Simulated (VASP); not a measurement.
# AlH5 in VASP: further runs

The runs below take AlH5 through single point, with PBE.

Program: VASP 6.6.1. These are calculated values, not measurements. Logs are shortened: lines on timing, memory, paths and dates and some standing lists are left out, and cuts for length are marked.

### Step 1. The cell of the first run

The typed cell holds 12 atoms: a = 3.522 Å, b = 3.512 Å, c = 7.010 Å, α = 89.99°, β = 90.11°, γ = 90.17°.

### Step 2. Single point, PBE

File INCAR:

```
PREC = Accurate ; ENCUT = 520
EDIFF = 1E-6 ; ISMEAR = 0
SIGMA = 0.2 ; LREAL = F
LASPH = T ; NELM = 60
ALGO = Normal ; ISIF = 2
LWAVE = F ; LCHARG = F
GGA = PE ; NBANDS = 20
```

File KPOINTS:

```
regular mesh
0
Gamma
  6 6 4
```

File POSCAR:

```
AlH5
1.0
    3.5222376632     -0.0052874387     -0.0031221335
   -0.0053515684      3.5119026235      0.0001247390
   -0.0069652326      0.0005555907      7.0095105993
Al H
2 10
Direct
    0.3281241824      0.6756801902      0.1665971425
    0.3385344260      0.6576646378      0.6668286775
    0.3342220891      0.1719227480      0.1665432037
    0.3324435370      0.1613818579      0.6667792850
    0.8302476163      0.6639517011      0.1670496354
    0.8364603421      0.6693375509      0.6663080385
    0.8062975706      0.2412912631      0.3813282520
    0.7903921049      0.2250784168      0.9556883162
    0.3333787455      0.6666272623      0.4167185351
    0.3333308144      0.6667197818      0.9166923095
   -0.1391676523      0.0915461969      0.4522379142
   -0.1242637761      0.1087983931     -0.1227713098
```

Potentials or basis: VASP PAW PBE potentials, release 64 (Al, H).

On the command line:

```console
> cat potpaw_PBE.64/Al/POTCAR potpaw_PBE.64/H/POTCAR > POTCAR
> mpirun -np 1 vasp_std > vasp.out
```

OUTCAR:

```text
PREC = Accurate
   ENCUT = 520
   EDIFF = 1E-6
   ISMEAR = 0
   LREAL = F
   LASPH = T
   NELM = 60
   ISIF = 2
   GGA = PE

 ion  position               nearest neighbor table
   1  0.328  0.676  0.167-   3 1.74  10 1.75   9 1.75   5 1.75   5 1.77   3 1.77
   2  0.339  0.658  0.667-   4 1.74  10 1.75   9 1.75   6 1.75   6 1.77   4 1.77
   3  0.334  0.172  0.167-   1 1.74   1 1.77
   4  0.332  0.161  0.667-   2 1.74   2 1.77
   5  0.830  0.664  0.167-   1 1.75   1 1.77
   6  0.836  0.669  0.666-   2 1.75   2 1.77
   7  0.806  0.241  0.381-  11 0.75
   8  0.790  0.225  0.956-  12 0.75
   9  0.333  0.667  0.417-   2 1.75   1 1.75
  10  0.333  0.667  0.917-   2 1.75   1 1.75
  11  0.861  0.092  0.452-   7 0.75
  12  0.876  0.109  0.877-   8 0.75

  LATTYP: Found a triclinic cell.
 ALAT       =     4.9814176961
 B/A-ratio  =     0.7050014509
 C/A-ratio  =     1.4071323687
 COS(alpha) =     0.0001162954
 COS(beta)  =     0.0014114367
 COS(gamma) =     0.7071403710

  Lattice vectors:

 A1 = (   3.5275892316,  -3.5171900622,  -0.0032468725)
 A2 = (   0.0053515684,  -3.5119026235,  -0.0001247390)
 A3 = (   0.0069652326,  -0.0005555907,  -7.0095105993)

Analysis of symmetry for initial positions (statically):
=====================================================================
 Subroutine PRICEL returns:
 Original cell was already a primitive cell.

 Routine SETGRP: Setting up the symmetry group for a
 triclinic supercell.

 Subroutine GETGRP returns: Found  1 space group operations
 (whereof  1 operations were pure point group operations)
 out of a pool of  2 trial point group operations.

The static configuration has the point symmetry C_1 .

Analysis of symmetry for dynamics (positions and initial velocities):
=====================================================================
 Subroutine PRICEL returns:
 Original cell was already a primitive cell.

 Routine SETGRP: Setting up the symmetry group for a
 triclinic supercell.

 Subroutine GETGRP returns: Found  1 space group operations
 (whereof  1 operations were pure point group operations)
 out of a pool of  2 trial point group operations.

The dynamic configuration has the point symmetry C_1 .

[... 125 lines left out ...]
   ISYM   =      2    0-nonsym 1-usesym 2-fastsym
   POTIM  = 0.5000    time-step for ionic-motion
   TEBEG  =    0.0;   TEEND  =   0.0 temperature during run
   PSTRESS=    0.0 pullay stress
   NELECT =      16.0000    total number of electrons
   NUPDOWN=      -1.0000    fix difference up-down
   EMIN   =  10.00;   EMAX   =-10.00  energy-range for DOS
   EFERMI =   0.00;   METHOD = LEGACY
   ISMEAR =     0;   SIGMA  =   0.20  broadening in eV -4-tet -1-fermi 0-gaus
   EFERMI_NEDOS =   21; number of points for ismear=-14 and -15
   IALGO  =     38    algorithm
   IMIX   =      4    mixing-type and parameters
     AMIX     =   0.40;   BMIX     =  1.00
     AMIX_MAG =   1.60;   BMIX_MAG =  1.00
  volume/ion in A,a.u.               =       7.23        48.76
  Fermi-wavevector in a.u.,A,eV,Ry     =   0.932035  1.761291 11.819241  0.868690
  Thomas-Fermi vector in A             =   2.058591
   LORBIT       =      0    0 simple, 1 ext, 2 COOP (PROOUT), +10 PAW based schemes
   GGA     = PE    functional components
   LHFCALC =     F    Hartree Fock is set to
   AEXX    =    0.0000 exact exchange contribution
   IVDW    =     0    specifies the selected vdW correction
   LEPSILON=     F    determine dielectric tensor
   LRPA    =     F    only Hartree local field effects (RPA)
 non-spin polarized calculation
 Gauss-broadening in eV      SIGMA  =   0.20
  energy-cutoff  :      520.00
  volume of cell :       86.71
 maximum number of plane-waves:      2360
 NGX is ok and might be reduce to    28
   NGX = 13   NGY = 13   NGZ = 27

 number of electron      16.0000000 magnetization

 Free energy of the ion-electron system (eV)
  ---------------------------------------------------
  ext. energy  EPLUGINS =         0.00000000
  ---------------------------------------------------
  free energy    TOTEN  =       -40.41711911 eV

  energy without entropy =      -40.41490529  energy(sigma->0) =      -40.41601220

 E-fermi :   0.8671     XC(G=0):  -8.7681

 val. band max:        0.6721458977   @ k =   0.5000  -0.0000  -0.0000
 cond. band min:       0.9186542320   @ k =   0.5000   0.5000   0.0000
 fundamental gap:      0.2465083343
 Fermi energy:         0.8671093068

 k-point     1 :       0.0000    0.0000    0.0000
  band No.  band energies     occupation
      1      -8.5992      2.00000
      2      -6.0964      2.00000
      3      -5.8552      2.00000
      4      -2.2695      2.00000
      5      -0.9747      2.00000
      6       0.3050      1.99993
[... 541 lines left out ...]
     19      11.4811      0.00000
     20      12.8650      0.00000

 [... further k-points ...]

------------------------ aborting loop because EDIFF is reached ----------------------------------------

  FORCE on cell =-STRESS in cart. coord.  units (eV):
  Direction    XX          YY          ZZ          XY          YZ          ZX
  --------------------------------------------------------------------------------------
  -------------------------------------------------------------------------------------
  Total       -0.0586712     -0.0996834     -0.0617698     -0.0016901     -0.0100059      0.0314595
  in kB       -1.0841467     -1.8419841     -1.1414030     -0.0312298     -0.1848927      0.5813194
  external PRESSURE =      -1.3558446 kB  Pullay stress =       0.0000000 kB

 VOLUME and BASIS-vectors are now :
 -----------------------------------------------------------------------------
  energy-cutoff  :      520.00
  volume of cell :       86.71
      direct lattice vectors                 reciprocal lattice vectors
     3.522237663 -0.005287439 -0.003122134     0.283911327  0.000432625  0.000282084
    -0.005351568  3.511902624  0.000124739     0.000427430  0.284746588 -0.000022145
    -0.006965233  0.000555591  7.009510599     0.000126450 -0.000004875  0.142663438

 POSITION                                       TOTAL-FORCE (eV/Angst)
 -----------------------------------------------------------------------------------
      1.15096      2.37128      1.16682        -0.000557      0.001980     -0.000933
      1.18423      2.30823      4.67317         0.001612     -0.002978      0.000508
      1.17513      0.60210      1.16636         0.001469      0.000450     -0.000122
      1.16544      0.56537      4.67278        -0.001326      0.000606      0.000633
      2.91961      2.32744      1.16843        -0.001768     -0.001205     -0.000759
      2.93799      2.34660      4.66797         0.000594      0.001520      0.000724
      2.83602      0.84334      2.67044         0.002031     -0.009879      0.007886
      2.77609      0.78681      6.69647         0.008436     -0.010809     -0.015744
      1.16777      2.33960      2.92004         0.000077     -0.000131     -0.001651
      1.16412      2.34020      6.42461        -0.000074     -0.000216      0.000479
      3.02842      0.31720      3.16729        -0.003443      0.011185     -0.009087
      3.07786      0.37795      6.14622        -0.007051      0.009476      0.018066
 -----------------------------------------------------------------------------------
    total drift:                                0.000073     -0.000197     -0.000003

  FREE ENERGIE OF THE ION-ELECTRON SYSTEM (eV)
  ---------------------------------------------------
  free  energy   TOTEN  =       -40.4171191080 eV

  energy  without entropy=      -40.4149052856  energy(sigma->0) =      -40.41601220
```

Run time: 47 s. Hardware: 1 thread of Intel Xeon 6975P-C (Granite Rapids), shared host; peak memory 0.24 GiB.

Results:

```yaml
Free_energy: -40.4171 eV
Pressure: -0.1 GPa
Largest_force: 0.022 eV/Å
Band_gap_on_the_k_mesh: 0.25 eV (least direct gap 3.20 eV)
```

Forces in eV/Å, atoms in the order of the input:
```
Al  -0.001  0.002 -0.001
Al   0.002 -0.003  0.001
H    0.001  0.000  0.000
H   -0.001  0.001  0.001
H   -0.002 -0.001 -0.001
H    0.001  0.002  0.001
H    0.002 -0.010  0.008
H    0.008 -0.011 -0.016
H    0.000  0.000 -0.002
H    0.000  0.000  0.000
H   -0.003  0.011 -0.009
H   -0.007  0.009  0.018
```

A k mesh can miss the band edges.

### Step 3. Single point, PBE

File INCAR:

```
PREC     = Accurate       # precision mode
ENCUT    = 520            # plane-wave cutoff, eV
EDIFF    = 1E-7           # SCF threshold, eV
ISMEAR   = 0              # smearing method
SIGMA    = 0.1            # smearing width, eV
LREAL    = False          # projectors in reciprocal space
LASPH    = True           # aspherical terms in the spheres
NELM     = 100            # most SCF steps
ALGO     = Normal         # electronic algorithm
ISIF     = 2              # what is computed and relaxed
LWAVE    = False          # write WAVECAR
LCHARG   = False          # write CHGCAR
GGA      = PE             # functional
NBANDS   = 20             # bands
```

File KPOINTS:

```
Automatic mesh
0
Gamma
  6 6 4
```

File POSCAR:

```
AlH5
1.0
    3.5119067032      0.0000000000      0.0000000000
    0.0106548545      3.5222269000      0.0000000000
    0.0008151738      0.0131769151      7.0095016492
Al H
2 10
Direct
    0.5090077762      0.5052051218      0.7498842325
    0.4909922238      0.4947948782      0.2501157675
    0.0052503340      0.4991072151      0.7498302937
    0.9947496660      0.5008927849      0.2501697063
    0.4972792871      0.0030816879      0.7503367254
    0.5027207129      0.9969183121      0.2496632746
    0.0746188491      0.0270317336      0.9646153420
    0.0584060028      0.0429371993      0.5389754061
    0.5000000000      0.5000000000      0.0000000000
    0.5000000000      0.5000000000      0.5000000000
    0.9253811509      0.9729682664      0.0353846580
    0.9415939972      0.9570628007      0.4610245939
```

Potentials or basis: VASP PAW PBE potentials, release 64 (Al, H).

On the command line:

```console
> cat potpaw_PBE.64/Al/POTCAR potpaw_PBE.64/H/POTCAR > POTCAR
> mpirun -np 1 vasp_std > vasp.out
```

OUTCAR:

```text
PREC = Accurate
   ENCUT = 520
   EDIFF = 1E-7
   ISMEAR = 0
   LREAL = False
   LASPH = True
   NELM = 100
   ISIF = 2
   GGA = PE

 ion  position               nearest neighbor table
   1  0.509  0.505  0.750-   3 1.74  10 1.75   9 1.75   5 1.75   5 1.77   3 1.77
   2  0.491  0.495  0.250-   4 1.74  10 1.75   9 1.75   6 1.75   6 1.77   4 1.77
   3  0.005  0.499  0.750-   1 1.74   1 1.77
   4  0.995  0.501  0.250-   2 1.74   2 1.77
   5  0.497  0.003  0.750-   1 1.75   1 1.77
   6  0.503  0.997  0.250-   2 1.75   2 1.77
   7  0.075  0.027  0.965-  11 0.75
   8  0.058  0.043  0.539-  12 0.75
   9  0.500  0.500  0.000-   1 1.75   2 1.75
  10  0.500  0.500  0.500-   1 1.75   2 1.75
  11  0.925  0.973  0.035-   7 0.75
  12  0.942  0.957  0.461-   8 0.75

  LATTYP: Found a triclinic cell.
 ALAT       =     4.9814176961
 B/A-ratio  =     0.7050014509
 C/A-ratio  =     1.4071323687
 COS(alpha) =     0.0001162953
 COS(beta)  =     0.0014114367
 COS(gamma) =     0.7071403710

  Lattice vectors:

 A1 = (  -3.5225615577,  -3.5222269000,   0.0000000000)
 A2 = (  -3.5119067032,   0.0000000000,   0.0000000000)
 A3 = (  -0.0008151738,  -0.0131769151,  -7.0095016492)

Analysis of symmetry for initial positions (statically):
=====================================================================
 Subroutine PRICEL returns:
 Original cell was already a primitive cell.

 Routine SETGRP: Setting up the symmetry group for a
 triclinic supercell.

 Subroutine GETGRP returns: Found  2 space group operations
 (whereof  2 operations were pure point group operations)
 out of a pool of  2 trial point group operations.

The static configuration has the point symmetry S_2 .

Analysis of symmetry for dynamics (positions and initial velocities):
=====================================================================
 Subroutine PRICEL returns:
 Original cell was already a primitive cell.

 Routine SETGRP: Setting up the symmetry group for a
 triclinic supercell.

 Subroutine GETGRP returns: Found  2 space group operations
 (whereof  2 operations were pure point group operations)
 out of a pool of  2 trial point group operations.

The dynamic configuration has the point symmetry S_2 .

 Subroutine INISYM returns: Found  2 space group operations
 (whereof  2 operations are pure point group operations),
 and found     1 'primitive' translations

----------------------------------------------------------------------------------------

                                     Primitive cell

  volume of cell :      86.7057

  direct lattice vectors                    reciprocal lattice vectors
     3.511906703  0.000000000  0.000000000     0.284745605 -0.000861365 -0.000031495
     0.010654854  3.522226900  0.000000000     0.000000000  0.283911295 -0.000533715
     0.000815174  0.013176915  7.009501649     0.000000000  0.000000000  0.142663495

  length of vectors
     3.511906703  3.522243016  7.009514082     0.284746910  0.283911797  0.142663495

  position of ions in fractional coordinates (direct lattice)
     0.509007776  0.505205122  0.749884233
     0.490992224  0.494794878  0.250115767
     0.005250334  0.499107215  0.749830294
     0.994749666  0.500892785  0.250169706
     0.497279287  0.003081688  0.750336725
     0.502720713  0.996918312  0.249663275
[... 77 lines left out ...]
   total plane-waves  NPLWV =  42336
   dimension x,y,z NGX =    28 NGY =   28 NGZ =   54
   dimension x,y,z NGXF=    56 NGYF=   56 NGZF=  108
   ions per type =               2  10
   NGX,Y,Z   is equivalent  to a cutoff of  13.25, 13.22, 12.81 a.u.
   NGXF,Y,Z  is equivalent  to a cutoff of  26.51, 26.43, 25.61 a.u.
 SYSTEM =  unknown system
   PREC   = accura    normal or accurate (medium, high low for compatibility)
   ISTART =      0    job   : 0-new  1-cont  2-samecut
   ICHARG =      2    charge: 1-file 2-atom 10-const
   ISPIN  =      1    spin polarized calculation?
   LNONCOLLINEAR =      F non collinear calculations
   LSORBIT =      F    spin-orbit coupling
   LASPH  =      T    aspherical Exc in radial PAW
   ENCUT  =  520.0 eV  38.22 Ry    6.18 a.u.   6.53  6.55 13.03*2*pi/ulx,y,z
   NELM   =    100;   NELMIN=  2; NELMDL= -5     # of ELM steps
   EDIFF  = 0.1E-06   stopping-criterion for ELM
   LREAL  =      F    real-space projection
   EDIFFG = 0.1E-05   stopping-criterion for IOM
   NSW    =      0    number of steps for IOM
   IBRION =     -1    ionic relax: 0-MD 1-quasi-New 2-CG
   NFREE  =      0    steps in history (QN), initial steepest desc. (CG)
   ISIF   =      2    stress and relaxation
   ISYM   =      2    0-nonsym 1-usesym 2-fastsym
   POTIM  = 0.5000    time-step for ionic-motion
   TEBEG  =    0.0;   TEEND  =   0.0 temperature during run
   PSTRESS=    0.0 pullay stress
   NELECT =      16.0000    total number of electrons
   NUPDOWN=      -1.0000    fix difference up-down
   EMIN   =  10.00;   EMAX   =-10.00  energy-range for DOS
   EFERMI =   0.00;   METHOD = LEGACY
   ISMEAR =     0;   SIGMA  =   0.10  broadening in eV -4-tet -1-fermi 0-gaus
   EFERMI_NEDOS =   21; number of points for ismear=-14 and -15
   IALGO  =     38    algorithm
   IMIX   =      4    mixing-type and parameters
     AMIX     =   0.40;   BMIX     =  1.00
     AMIX_MAG =   1.60;   BMIX_MAG =  1.00
  volume/ion in A,a.u.               =       7.23        48.76
  Fermi-wavevector in a.u.,A,eV,Ry     =   0.932035  1.761291 11.819241  0.868690
  Thomas-Fermi vector in A             =   2.058591
   LORBIT       =      0    0 simple, 1 ext, 2 COOP (PROOUT), +10 PAW based schemes
   GGA     = PE    functional components
   LHFCALC =     F    Hartree Fock is set to
   AEXX    =    0.0000 exact exchange contribution
   IVDW    =     0    specifies the selected vdW correction
   LEPSILON=     F    determine dielectric tensor
   LRPA    =     F    only Hartree local field effects (RPA)
 non-spin polarized calculation
 Gauss-broadening in eV      SIGMA  =   0.10
  energy-cutoff  :      520.00
  volume of cell :       86.71
 maximum number of plane-waves:      2360
 NGX is ok and might be reduce to    28
   NGX = 13   NGY = 13   NGZ = 27

 number of electron      16.0000002 magnetization

 Free energy of the ion-electron system (eV)
  ---------------------------------------------------
  ext. energy  EPLUGINS =         0.00000000
  ---------------------------------------------------
  free energy    TOTEN  =       -40.41635392 eV

  energy without entropy =      -40.41608131  energy(sigma->0) =      -40.41621761

 E-fermi :   0.8087     XC(G=0):  -8.7671

 val. band max:        0.6728240364   @ k =   0.0000   0.5000  -0.0000
 cond. band min:       0.9173617122   @ k =   0.5000   0.5000  -0.0000
 fundamental gap:      0.2445376758
 Fermi energy:         0.8086794937

 k-point     1 :       0.0000    0.0000    0.0000
  band No.  band energies     occupation
      1      -8.5998      2.00000
      2      -6.0954      2.00000
      3      -5.8595      2.00000
      4      -2.2781      2.00000
      5      -0.9797      2.00000
      6       0.3059      2.00000
[... 541 lines left out ...]
     19      11.6050      0.00000
     20      12.8650      0.00000

 [... further k-points ...]

------------------------ aborting loop because EDIFF is reached ----------------------------------------

  FORCE on cell =-STRESS in cart. coord.  units (eV):
  Direction    XX          YY          ZZ          XY          YZ          ZX
  --------------------------------------------------------------------------------------
  -------------------------------------------------------------------------------------
  Total       -0.0860202     -0.0738713     -0.0420500      0.0172762     -0.0346105     -0.0291259
  in kB       -1.5895119     -1.3650202     -0.7770139      0.3192359     -0.6395449     -0.5381979
  external PRESSURE =      -1.2438487 kB  Pullay stress =       0.0000000 kB

 VOLUME and BASIS-vectors are now :
 -----------------------------------------------------------------------------
  energy-cutoff  :      520.00
  volume of cell :       86.71
      direct lattice vectors                 reciprocal lattice vectors
     3.511906703  0.000000000  0.000000000     0.284745605 -0.000861365 -0.000031495
     0.010654854  3.522226900  0.000000000     0.000000000  0.283911295 -0.000533715
     0.000815174  0.013176915  7.009501649     0.000000000  0.000000000  0.142663495

 POSITION                                       TOTAL-FORCE (eV/Angst)
 -----------------------------------------------------------------------------------
      1.79358      1.78933      5.25631         0.001906      0.000490     -0.000709
      1.72979      1.74608      1.75319        -0.001906     -0.000490      0.000709
      0.02437      1.76785      5.25594         0.000205     -0.001357      0.000406
      3.49901      1.76755      1.75356        -0.000205      0.001357     -0.000406
      1.74704      0.02074      5.25949        -0.001024      0.001764     -0.000224
      1.77633      3.51466      1.75002         0.001024     -0.001764      0.000224
      0.26313      0.10792      6.76147         0.045535      0.017596     -0.044714
      0.20601      0.15834      3.77795         0.005191      0.003601      0.004081
      1.76128      1.76111      0.00000        -0.000000      0.000000      0.000000
      1.76169      1.76770      3.50475        -0.000000      0.000000      0.000000
      3.26025      3.42748      0.24803        -0.045535     -0.017596      0.044714
      3.31736      3.37707      3.23155        -0.005191     -0.003601     -0.004081
 -----------------------------------------------------------------------------------
    total drift:                                0.000000     -0.000000     -0.000000

  FREE ENERGIE OF THE ION-ELECTRON SYSTEM (eV)
  ---------------------------------------------------
  free  energy   TOTEN  =       -40.4163539192 eV

  energy  without entropy=      -40.4160813105  energy(sigma->0) =      -40.41621761
```

Wall time 53 s (1 thread of Intel Xeon 6975P-C (Granite Rapids), shared host); peak memory 0.24 GiB.

What came out:

```yaml
Free_energy: -40.4164 eV
Pressure: -0.1 GPa
Largest_force: 0.066 eV/Å
Band_gap_on_the_k_mesh: 0.24 eV (least direct gap 3.20 eV)
```

Forces on the atoms (eV/Å):
```
Al   0.002  0.000 -0.001
Al  -0.002  0.000  0.001
H    0.000 -0.001  0.000
H    0.000  0.001  0.000
H   -0.001  0.002  0.000
H    0.001 -0.002  0.000
H    0.046  0.018 -0.045
H    0.005  0.004  0.004
H    0.000  0.000  0.000
H    0.000  0.000  0.000
H   -0.046 -0.018  0.045
H   -0.005 -0.004 -0.004
```

A k mesh can miss the band edges.
